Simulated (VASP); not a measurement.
# AlAs (F-43m) in VASP: single point with r2SCAN

Aim: the single point of AlAs with r2SCAN.

Everything below comes from runs of VASP 6.6.1. Logs are shortened: lines on timing, memory, paths and dates and some standing lists are left out, and cuts for length are marked.

### 1 The cell of the first run

The structure is cubic, space group F-43m (No. 216). The conventional cell has a = 5.661 Å, b = 5.661 Å, c = 5.661 Å, α = 90.00°, β = 90.00°, γ = 90.00°. Within 3.2 Å of Al (site symmetry -43m) lie 4 As at 2.45 Å. Within 3.2 Å of As (site symmetry -43m) lie 4 Al at 2.45 Å.

### 2 Single point, r2SCAN

POSCAR reads:

```
AlAs
1.0
    0.0000000000      2.8304000000      2.8304000000
    2.8304000000      0.0000000000      2.8304000000
    2.8304000000      2.8304000000      0.0000000000
Al As
1 1
Direct
    0.0000000000      0.0000000000      0.0000000000
    0.2500000000      0.2500000000      0.2500000000
```

INCAR.step1 reads:

```
PREC = Accurate
ENCUT = 550
ISMEAR = -1
SIGMA = 0.1
LREAL = False
LASPH = True
NELM = 120
NBANDS = 11
GGA = PE
ALGO = Normal
EDIFF = 1E-5
LWAVE = True
LCHARG = False
GGA_COMPAT = False
```

INCAR.step2 reads:

```
PREC = Accurate
ENCUT = 550
EDIFF = 1E-6
ISMEAR = -1
SIGMA = 0.1
LREAL = False
LASPH = True
NELM = 120
ALGO = Normal
ISIF = 2
LWAVE = False
LCHARG = False
METAGGA = R2SCAN
LMIXTAU = True
NBANDS = 11
ISTART = 1
GGA_COMPAT = False
```

KPOINTS reads:

```
regular mesh
0
Gamma
  6 6 6
```

Potentials or basis: VASP PAW PBE potentials, release 64 (Al, As).

Run with:

```console
$ cat potpaw_PBE.64/Al/POTCAR potpaw_PBE.64/As/POTCAR > POTCAR
$ cp INCAR.step1 INCAR
$ mpirun -np 1 vasp_std > vasp.out
$ cp INCAR.step2 INCAR
$ mpirun -np 1 vasp_std > vasp.out
```

OUTCAR:

```text
PREC = Accurate
   ENCUT = 550
   EDIFF = 1E-6
   ISMEAR = -1
   LREAL = False
   LASPH = True
   NELM = 120
   ISIF = 2
   METAGGA = R2SCAN
   ISTART = 1

 ion  position               nearest neighbor table
   1  0.000  0.000  0.000-   2 2.45   2 2.45   2 2.45   2 2.45
   2  0.250  0.250  0.250-   1 2.45   1 2.45   1 2.45   1 2.45

  LATTYP: Found a face centered cubic cell.
 ALAT       =     5.6608000000

  Lattice vectors:

 A1 = (   0.0000000000,   2.8304000000,   2.8304000000)
 A2 = (   2.8304000000,   0.0000000000,   2.8304000000)
 A3 = (   2.8304000000,   2.8304000000,   0.0000000000)

Analysis of symmetry for initial positions (statically):
[... 5 lines left out ...]
 face centered cubic supercell.

 Subroutine GETGRP returns: Found 24 space group operations
 (whereof 24 operations were pure point group operations)
 out of a pool of 48 trial point group operations.

The static configuration has the point symmetry T_d .

Analysis of symmetry for dynamics (positions and initial velocities):
[... 5 lines left out ...]
 face centered cubic supercell.

 Subroutine GETGRP returns: Found 24 space group operations
 (whereof 24 operations were pure point group operations)
 out of a pool of 48 trial point group operations.

The dynamic configuration has the point symmetry T_d .

 Subroutine INISYM returns: Found 24 space group operations
 (whereof 24 operations are pure point group operations),
 and found     1 'primitive' translations

----------------------------------------------------------------------------------------

                                     Primitive cell

  volume of cell :      45.3496

  direct lattice vectors                    reciprocal lattice vectors
     0.000000000  2.830400000  2.830400000    -0.176653477  0.176653477  0.176653477
     2.830400000  0.000000000  2.830400000     0.176653477 -0.176653477  0.176653477
     2.830400000  2.830400000  0.000000000     0.176653477  0.176653477 -0.176653477

  length of vectors
     4.002790067  4.002790067  4.002790067     0.305972797  0.305972797  0.305972797

  position of ions in fractional coordinates (direct lattice)
     0.000000000  0.000000000  0.000000000
     0.250000000  0.250000000  0.250000000

  ion indices of the primitive-cell ions
   primitive index   ion index
                 1           1
                 2           2

----------------------------------------------------------------------------------------

[... 64 lines left out ...]
   IBRION =     -1    ionic relax: 0-MD 1-quasi-New 2-CG
   NFREE  =      0    steps in history (QN), initial steepest desc. (CG)
   ISIF   =      2    stress and relaxation
   ISYM   =      2    0-nonsym 1-usesym 2-fastsym
   POTIM  = 0.5000    time-step for ionic-motion
   TEBEG  =    0.0;   TEEND  =   0.0 temperature during run
   PSTRESS=    0.0 pullay stress
   NELECT =       8.0000    total number of electrons
   NUPDOWN=      -1.0000    fix difference up-down
   EMIN   =  10.00;   EMAX   =-10.00  energy-range for DOS
   EFERMI =   0.00;   METHOD = LEGACY
   ISMEAR =    -1;   SIGMA  =   0.10  broadening in eV -4-tet -1-fermi 0-gaus
   EFERMI_NEDOS =   21; number of points for ismear=-14 and -15
   IALGO  =     38    algorithm
   IMIX   =      4    mixing-type and parameters
     AMIX     =   0.40;   BMIX     =  1.00
     AMIX_MAG =   1.60;   BMIX_MAG =  1.00
  volume/ion in A,a.u.               =      22.67       153.02
  Fermi-wavevector in a.u.,A,eV,Ry     =   0.918150  1.735052 11.469706  0.843000
  Thomas-Fermi vector in A             =   2.043199
   LORBIT       =      0    0 simple, 1 ext, 2 COOP (PROOUT), +10 PAW based schemes
   METAGGA = R2SCAN    functional components
   LHFCALC =     F    Hartree Fock is set to
   AEXX    =    0.0000 exact exchange contribution
   IVDW    =     0    specifies the selected vdW correction
   LEPSILON=     F    determine dielectric tensor
   LRPA    =     F    only Hartree local field effects (RPA)
 non-spin polarized calculation
  energy-cutoff  :      550.00
  volume of cell :       45.35
 maximum number of plane-waves:      1363
 NGX is ok and might be reduce to    32
   NGX = 15   NGY = 15   NGZ = 15

 number of electron       8.0000001 magnetization

 Free energy of the ion-electron system (eV)
  ---------------------------------------------------
  ext. energy  EPLUGINS =         0.00000000
  ---------------------------------------------------
  free energy    TOTEN  =       -22.68624693 eV

  energy without entropy =      -22.68623759  energy(sigma->0) =      -22.68624226

 E-fermi :   4.5829     XC(G=0):  -9.4469

 val. band max:        3.6690411240   @ k =   0.0000   0.0000   0.0000
 cond. band min:       5.4582190596   @ k =   0.5000   0.5000   0.0000
 fundamental gap:      1.7891779356
 Fermi energy:         4.5828955434

 k-point     1 :       0.0000    0.0000    0.0000
  band No.  band energies     occupation
      1      -8.6498      2.00000
      2       3.6690      1.99979
      3       3.6690      1.99979
      4       3.6690      1.99979
      5       6.3769      0.00000
      6       8.3782      0.00000
      7       8.3782      0.00000
      8       8.3782      0.00000
      9      13.1878      0.00000
     10      13.1878      0.00000
     11      13.4111      0.00000
[... 197 lines left out ...]
 k-point    16 :      -0.3333    0.5000    0.1667
  band No.  band energies     occupation
      1      -6.5599      2.00000
      2      -1.6189      2.00000
      3       0.6545      2.00000
      4       0.9250      2.00000
      5       7.2263      0.00000
      6       8.2289      0.00000
      7      11.4176      0.00000
      8      12.1054      0.00000
      9      15.0961      0.00000
     10      16.6967      0.00000
     11      17.1445      0.00000

------------------------ aborting loop because EDIFF is reached ----------------------------------------

  FORCE on cell =-STRESS in cart. coord.  units (eV):
  Direction    XX          YY          ZZ          XY          YZ          ZX
  --------------------------------------------------------------------------------------
  -------------------------------------------------------------------------------------
  Total        0.1922242      0.1922242      0.1922242      0.0000000     -0.0000000     -0.0000000
  in kB        6.7911801      6.7911801      6.7911801      0.0000000     -0.0000000     -0.0000000
  external PRESSURE =       6.7911801 kB  Pullay stress =       0.0000000 kB

 VOLUME and BASIS-vectors are now :
 -----------------------------------------------------------------------------
  energy-cutoff  :      550.00
  volume of cell :       45.35
      direct lattice vectors                 reciprocal lattice vectors
     0.000000000  2.830400000  2.830400000    -0.176653477  0.176653477  0.176653477
     2.830400000  0.000000000  2.830400000     0.176653477 -0.176653477  0.176653477
     2.830400000  2.830400000  0.000000000     0.176653477  0.176653477 -0.176653477

 POSITION                                       TOTAL-FORCE (eV/Angst)
 -----------------------------------------------------------------------------------
      0.00000      0.00000      0.00000         0.000000     -0.000000     -0.000000
      1.41520      1.41520      1.41520        -0.000000      0.000000      0.000000
 -----------------------------------------------------------------------------------
    total drift:                                0.000000      0.000000      0.000000

  FREE ENERGIE OF THE ION-ELECTRON SYSTEM (eV)
  ---------------------------------------------------
  free  energy   TOTEN  =       -22.6862469293 eV

  energy  without entropy=      -22.6862375909  energy(sigma->0) =      -22.68624226
```

OSZICAR.step1:

```text
N       E                     dE             d eps       ncg     rms          rms(c)
DAV:   1     0.127091410018E+02    0.12709E+02   -0.30606E+03   360   0.574E+02
DAV:   2    -0.860643949804E+01   -0.21316E+02   -0.20033E+02   410   0.832E+01
DAV:   3    -0.958140764674E+01   -0.97497E+00   -0.97266E+00   442   0.185E+01
DAV:   4    -0.958868170818E+01   -0.72741E-02   -0.72731E-02   409   0.183E+00
DAV:   5    -0.958882769013E+01   -0.14598E-03   -0.14598E-03   448   0.252E-01    0.323E+00
DAV:   6    -0.939613903872E+01    0.19269E+00   -0.33634E-01   391   0.211E+00    0.188E+00
DAV:   7    -0.936205495223E+01    0.34084E-01   -0.17083E-01   403   0.163E+00    0.682E-01
DAV:   8    -0.936269432666E+01   -0.63937E-03   -0.11341E-02   391   0.503E-01    0.108E-01
DAV:   9    -0.936281214244E+01   -0.11782E-03   -0.40814E-04   415   0.116E-01    0.610E-02
DAV:  10    -0.936294564178E+01   -0.13350E-03   -0.17812E-04   387   0.714E-02    0.687E-03
DAV:  11    -0.936294942009E+01   -0.37783E-05   -0.19717E-05   420   0.192E-02
   1 F= -.93629494E+01 E0= -.93629259E+01  d E =-.470392E-04
```

It took 54 s on 1 thread of Intel Xeon 8259CL, shared host; peak memory 0.18 GiB.

What came out:

* Free energy: -22.6862 eV
* Pressure: 0.7 GPa
* Band gap on the k mesh: 1.79 eV, indirect (least direct gap 2.71 eV)

Caveat: the PAW data sets were made with another functional, which shifts forces and pressure a little. A k mesh can miss the band edges.
